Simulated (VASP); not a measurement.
# Re (Fm-3m) in VASP: further runs

The runs below take Re through single point, with PBE, HSE06.

All numbers are computed with VASP 6.6.1; they aren't measurements. Logs are shortened: lines on timing, memory, paths and dates and some standing lists are left out, and cuts for length are marked.

### 1 The cell of the first run

The structure is cubic, space group Fm-3m (No. 225). The conventional cell has a = 3.920 Å, b = 3.920 Å, c = 3.920 Å, α = 90.00°, β = 90.00°, γ = 90.00°. Within 3.7 Å of Re (site symmetry m-3m) lie 12 Re at 2.77 Å.

This isn't the form of Re at room conditions, which is hcp.

### 2 Single point, PBE

The input, INCAR:

```
SYSTEM = Re
PREC     = Accurate       ! precision mode
ENCUT    = 600            ! plane-wave cutoff, eV
EDIFF    = 1E-6           ! SCF threshold, eV
ISMEAR   = -1             ! smearing method
SIGMA    = 0.1            ! smearing width, eV
LREAL    = .False.        ! projectors in reciprocal space
LASPH    = .True.         ! aspherical terms in the spheres
NELM     = 120            ! most SCF steps
ALGO     = Normal         ! electronic algorithm
ISIF     = 2              ! what is computed and relaxed
LWAVE    = .False.        ! write WAVECAR
LCHARG   = .True.         ! write CHGCAR
GGA      = PE             ! functional
LELF     = .True.         ! ELF
LVHAR    = .True.       
NBANDS   = 10             ! bands
GGA_COMPAT= .False.
```

The input, KPOINTS:

```
Automatic mesh
0
Gamma
  12 12 12
  0 0 0
```

The input, POSCAR:

```
Re
1.0
    0.0000000000      1.9600000000      1.9600000000
    1.9600000000      0.0000000000      1.9600000000
    1.9600000000      1.9600000000      0.0000000000
Re
1
Direct
    0.0000000000      0.0000000000      0.0000000000
```

Potentials or basis: VASP PAW PBE potentials, release 64 (Re).

On the command line:

```sh
$ cat potpaw_PBE.64/Re/POTCAR > POTCAR
$ mpirun -np 1 vasp_std > vasp.out
```

OUTCAR:

```text
SYSTEM = Re
   PREC = Accurate
   ENCUT = 600
   EDIFF = 1E-6
   ISMEAR = -1
   LREAL = .False.
   LASPH = .True.
   NELM = 120
   ISIF = 2
   GGA = PE

 ion  position               nearest neighbor table
   1  0.000  0.000  0.000-

  LATTYP: Found a face centered cubic cell.
 ALAT       =     3.9200000000

  Lattice vectors:

 A1 = (   0.0000000000,   1.9600000000,   1.9600000000)
 A2 = (   1.9600000000,   0.0000000000,   1.9600000000)
 A3 = (   1.9600000000,   1.9600000000,   0.0000000000)

Analysis of symmetry for initial positions (statically):
=====================================================================
 Subroutine PRICEL returns:
 Original cell was already a primitive cell.

 Routine SETGRP: Setting up the symmetry group for a
 face centered cubic supercell.

 Subroutine GETGRP returns: Found 48 space group operations
 (whereof 48 operations were pure point group operations)
 out of a pool of 48 trial point group operations.

The static configuration has the point symmetry O_h .

Analysis of symmetry for dynamics (positions and initial velocities):
=====================================================================
 Subroutine PRICEL returns:
 Original cell was already a primitive cell.

 Routine SETGRP: Setting up the symmetry group for a
 face centered cubic supercell.

 Subroutine GETGRP returns: Found 48 space group operations
 (whereof 48 operations were pure point group operations)
 out of a pool of 48 trial point group operations.

The dynamic configuration has the point symmetry O_h .

 Subroutine INISYM returns: Found 48 space group operations
 (whereof 48 operations are pure point group operations),
 and found     1 'primitive' translations

----------------------------------------------------------------------------------------

                                     Primitive cell

  volume of cell :      15.0591

  direct lattice vectors                    reciprocal lattice vectors
     0.000000000  1.960000000  1.960000000    -0.255102041  0.255102041  0.255102041
     1.960000000  0.000000000  1.960000000     0.255102041 -0.255102041  0.255102041
     1.960000000  1.960000000  0.000000000     0.255102041  0.255102041 -0.255102041

  length of vectors
     2.771858582  2.771858582  2.771858582     0.441849696  0.441849696  0.441849696

  position of ions in fractional coordinates (direct lattice)
     0.000000000  0.000000000  0.000000000

  ion indices of the primitive-cell ions
   primitive index   ion index
                 1           1

----------------------------------------------------------------------------------------

 KPOINTS: Automatic mesh

Automatic generation of k-mesh.
 Grid dimensions read from file:
 generate k-points for:   12   12   12

 Generating k-lattice:

  Cartesian coordinates                     Fractional coordinates (reciprocal lattice)
    -0.021258503  0.021258503  0.021258503     0.083333333  0.000000000  0.000000000
     0.021258503 -0.021258503  0.021258503     0.000000000  0.083333333  0.000000000
     0.021258503  0.021258503 -0.021258503     0.000000000  0.000000000  0.083333333

  Length of vectors
     0.036820808  0.036820808  0.036820808

  Shift w.r.t. Gamma in fractional coordinates (k-lattice)
     0.000000000  0.000000000  0.000000000

 Subroutine IBZKPT returns following result:
 ===========================================

 Found     72 irreducible k-points:

 Following reciprocal coordinates:
            Coordinates               Weight
  0.000000  0.000000  0.000000      1.000000
  0.083333  0.000000  0.000000      8.000000
  0.166667  0.000000  0.000000      8.000000
  0.250000  0.000000  0.000000      8.000000
  0.333333  0.000000  0.000000      8.000000
  0.416667  0.000000  0.000000      8.000000
[... 16 lines left out ...]
  0.500000  0.166667  0.000000     24.000000
 -0.416667  0.166667  0.000000     24.000000
 [... further k-points ...]
   k-points           NKPTS =     72   k-points in BZ     NKDIM =     72   number of bands    NBANDS=     10
   number of dos      NEDOS =    301   number of ions     NIONS =      1
   total plane-waves  NPLWV =  13824
   dimension x,y,z NGX =    24 NGY =   24 NGZ =   24
   dimension x,y,z NGXF=    48 NGYF=   48 NGZF=   48
   ions per type =               1
   NGX,Y,Z   is equivalent  to a cutoff of  14.39, 14.39, 14.39 a.u.
   NGXF,Y,Z  is equivalent  to a cutoff of  28.79, 28.79, 28.79 a.u.
 SYSTEM =  Re
   PREC   = accura    normal or accurate (medium, high low for compatibility)
   ISTART =      0    job   : 0-new  1-cont  2-samecut
   ICHARG =      2    charge: 1-file 2-atom 10-const
   ISPIN  =      1    spin polarized calculation?
   LNONCOLLINEAR =      F non collinear calculations
   LSORBIT =      F    spin-orbit coupling
   LASPH  =      T    aspherical Exc in radial PAW
   ENCUT  =  600.0 eV  44.10 Ry    6.64 a.u.   5.54  5.54  5.54*2*pi/ulx,y,z
   NELM   =    120;   NELMIN=  2; NELMDL= -5     # of ELM steps
   EDIFF  = 0.1E-05   stopping-criterion for ELM
   LREAL  =      F    real-space projection
[... 7 lines left out ...]
   TEBEG  =    0.0;   TEEND  =   0.0 temperature during run
   PSTRESS=    0.0 pullay stress
   NELECT =       7.0000    total number of electrons
   NUPDOWN=      -1.0000    fix difference up-down
   EMIN   =  10.00;   EMAX   =-10.00  energy-range for DOS
   EFERMI =   0.00;   METHOD = LEGACY
   ISMEAR =    -1;   SIGMA  =   0.10  broadening in eV -4-tet -1-fermi 0-gaus
   EFERMI_NEDOS =   21; number of points for ismear=-14 and -15
   IALGO  =     38    algorithm
   IMIX   =      4    mixing-type and parameters
     AMIX     =   0.40;   BMIX     =  1.00
     AMIX_MAG =   1.60;   BMIX_MAG =  1.00
  volume/ion in A,a.u.               =      15.06       101.62
  Fermi-wavevector in a.u.,A,eV,Ry     =   1.268162  2.396479 21.881368  1.608235
  Thomas-Fermi vector in A             =   2.401272
   LORBIT       =      0    0 simple, 1 ext, 2 COOP (PROOUT), +10 PAW based schemes
   GGA     = PE    functional components
   LHFCALC =     F    Hartree Fock is set to
   AEXX    =    0.0000 exact exchange contribution
   IVDW    =     0    specifies the selected vdW correction
   LEPSILON=     F    determine dielectric tensor
   LRPA    =     F    only Hartree local field effects (RPA)
 non-spin polarized calculation
  energy-cutoff  :      600.00
  volume of cell :       15.06
 maximum number of plane-waves:       531
 NGX is ok and might be reduce to    24
   NGX = 11   NGY = 11   NGZ = 11

 number of electron       7.0000001 magnetization

 Free energy of the ion-electron system (eV)
  ---------------------------------------------------
  ext. energy  EPLUGINS =         0.00000000
  ---------------------------------------------------
  free energy    TOTEN  =       -12.37823709 eV

  energy without entropy =      -12.35305901  energy(sigma->0) =      -12.36564805

 E-fermi :   7.8534     XC(G=0): -13.6044

 val. band max:        7.8232946240   @ k =   0.5000   0.4167   0.0833
 cond. band min:       7.8561046718   @ k =  -0.1667   0.2500   0.0833
 fundamental gap:      0.0328100479
 Fermi energy:         7.8534173629

 k-point     1 :       0.0000    0.0000    0.0000
  band No.  band energies     occupation
      1      -2.1017      2.00000
      2       6.0103      2.00000
      3       6.0103      2.00000
      4       6.0103      2.00000
      5       9.0882      0.00001
      6       9.0882      0.00001
      7      21.7569      0.00000
      8      27.2860      0.00000
      9      27.2860      0.00000
     10      27.2860      0.00000

 k-point     2 :       0.0833    0.0000    0.0000
  band No.  band energies     occupation
      1      -1.7895      2.00000
      2       5.8044      2.00000
      3       6.1530      2.00000
      4       6.1530      2.00000
      5       8.9783      0.00003
      6       8.9783      0.00003
      7      22.3542      0.00000
      8      25.8764      0.00000
      9      27.8538      0.00000
     10      27.8538      0.00000

 k-point     3 :       0.1667    0.0000    0.0000
  band No.  band energies     occupation
      1      -0.9335      2.00000
      2       5.3751      2.00000
      3       6.4383      2.00000
      4       6.4383      2.00000
      5       8.8579      0.00009
      6       8.8579      0.00009
      7      23.3044      0.00000
      8      24.3556      0.00000
      9      29.4434      0.00000
     10      29.4434      0.00000

 k-point     4 :       0.2500    0.0000    0.0000
  band No.  band energies     occupation
      1       0.1635      2.00000
      2       5.1943      2.00000
      3       6.4679      2.00000
      4       6.4679      2.00000
      5       9.2361      0.00000
      6       9.2361      0.00000
      7      21.6914      0.00000
      8      25.2956      0.00000
      9      31.7174      0.00000
     10      31.8836      0.00000
[... 222 lines left out ...]
 k-point    22 :       0.4167    0.1667    0.0000
  band No.  band energies     occupation
      1       1.9285      2.00000
      2       4.6290      2.00000
      3       5.5449      2.00000
      4       7.1341      1.99850
      5      11.2725      0.00000
      6      11.4471      0.00000
      7      19.7731      0.00000
      8      24.1998      0.00000
      9      26.7894      0.00000
     10      29.3329      0.00000

 k-point    23 :       0.5000    0.1667    0.0000
  band No.  band energies     occupation
      1       2.0848      2.00000
      2       4.7296      2.00000
      3       6.2128      2.00000
      4       6.8512      1.99991
      5      11.6473      0.00000
      6      13.1607      0.00000
      7      17.3385      0.00000
      8      23.4254      0.00000
      9      26.6536      0.00000
     10      27.6003      0.00000

 k-point    24 :      -0.4167    0.1667    0.0000
  band No.  band energies     occupation
      1       2.1696      2.00000
      2       4.7842      2.00000
      3       6.5001      2.00000
      4       6.7179      1.99998
      5      10.9901      0.00000
      6      13.7853      0.00000
      7      17.1938      0.00000
      8      23.3881      0.00000
      9      26.0226      0.00000
     10      27.9462      0.00000

 [... further k-points ...]

------------------------ aborting loop because EDIFF is reached ----------------------------------------

  FORCE on cell =-STRESS in cart. coord.  units (eV):
  Direction    XX          YY          ZZ          XY          YZ          ZX
  --------------------------------------------------------------------------------------
  -------------------------------------------------------------------------------------
  Total       -0.1527994     -0.1527994     -0.1527994      0.0000000     -0.0000000      0.0000000
  in kB      -16.2567662    -16.2567662    -16.2567662      0.0000000     -0.0000000      0.0000000
  external PRESSURE =     -16.2567662 kB  Pullay stress =       0.0000000 kB

 VOLUME and BASIS-vectors are now :
 -----------------------------------------------------------------------------
  energy-cutoff  :      600.00
  volume of cell :       15.06
      direct lattice vectors                 reciprocal lattice vectors
     0.000000000  1.960000000  1.960000000    -0.255102041  0.255102041  0.255102041
     1.960000000  0.000000000  1.960000000     0.255102041 -0.255102041  0.255102041
     1.960000000  1.960000000  0.000000000     0.255102041  0.255102041 -0.255102041

 POSITION                                       TOTAL-FORCE (eV/Angst)
 -----------------------------------------------------------------------------------
      0.00000      0.00000      0.00000         0.000000      0.000000      0.000000
 -----------------------------------------------------------------------------------
    total drift:                               -0.000000      0.000000      0.000000

  FREE ENERGIE OF THE ION-ELECTRON SYSTEM (eV)
  ---------------------------------------------------
  free  energy   TOTEN  =       -12.3782370880 eV

  energy  without entropy=      -12.3530590143  energy(sigma->0) =      -12.36564805
```

Wall time 7.1 s (1 thread of Intel Xeon Platinum 8488C (Sapphire Rapids), shared host); peak memory 0.14 GiB.

Results:

```
Free energy            : -12.3782 eV
Pressure               : -1.6 GPa
Band gap on the k mesh : zero (an odd number of electrons rules out a gap without spin polarisation)
```

Caveat: spin-orbit coupling is left out, which moves the levels of the heavy elements.

### 3 Single point, HSE06

This run uses another cell than the first one, of 13.85 Å³/atom.

The input, POSCAR:

```
Re
1.0
    0.0000000000      1.9062740994      1.9062740994
    1.9062740994      0.0000000000      1.9062740994
    1.9062740994      1.9062740994      0.0000000000
Re
1
Direct
    0.0000000000      0.0000000000      0.0000000000
```

The input, INCAR.step1:

```
ALGO = Normal
EDIFF = 1E-5
ENCUT = 520
GGA = PE
GGA_COMPAT = False
ISIF = 2
ISMEAR = -1
LASPH = True
LCHARG = False
LREAL = False
LWAVE = True
NBANDS = 10
NELM = 120
PREC = Accurate
SIGMA = 0.1
```

The input, INCAR.step2:

```
ALGO = Normal
EDIFF = 1E-6
ENCUT = 520
GGA = PE
GGA_COMPAT = False
HFSCREEN = 0.2079
ISIF = 2
ISMEAR = -1
ISTART = 1
LASPH = True
LCHARG = False
LHFCALC = True
LREAL = False
LWAVE = False
NBANDS = 10
NELM = 120
PREC = Accurate
PRECFOCK = Normal
SIGMA = 0.1
```

The input, KPOINTS:

```
k-points
0
Gamma
  6 6 6
```

Potentials or basis: VASP PAW PBE potentials, release 64 (Re).

On the command line:

```sh
$ cat potpaw_PBE.64/Re/POTCAR > POTCAR
$ cp INCAR.step1 INCAR
$ mpirun -np 1 vasp_std > vasp.out
$ cp INCAR.step2 INCAR
$ mpirun -np 1 vasp_std > vasp.out
```

Run time: 3.6 min. Hardware: 1 thread of Intel Xeon Platinum 8488C (Sapphire Rapids), shared host; peak memory 0.23 GiB.

The run converged. Its results:

| Property | Result |
| --- | --- |
| Free energy | -14.4419 eV |
| Pressure | 19.2 GPa |
| Band gap on the k mesh | zero (an odd number of electrons rules out a gap without spin polarisation) |

Levels at points of the mesh, in eV from the Fermi level:
| k point | band 1 | band 2 | band 3 | band 4 | band 5 | band 6 | band 7 |
| --- | --- | --- | --- | --- | --- | --- | --- |
| (0.00, 0.00, 0.00) | -11.60 | -2.39 | -2.39 | -2.39 | 2.14 | 2.14 | 15.27 |
| (0.50, 0.00, 0.00) | -8.15 | -2.49 | -2.49 | 0.32 | 5.08 | 5.08 | 12.24 |
| (0.50, 0.50, 0.00) | -8.09 | -7.26 | 3.36 | 5.21 | 5.85 | 5.85 | 14.04 |

Caveat: the k points lie up to 0.48 Å⁻¹ apart, too coarse for converged energies and pressures of a metal; the PAW data sets were made with another functional, which shifts forces and pressure a little; spin-orbit coupling is left out, which moves the levels of the heavy elements.
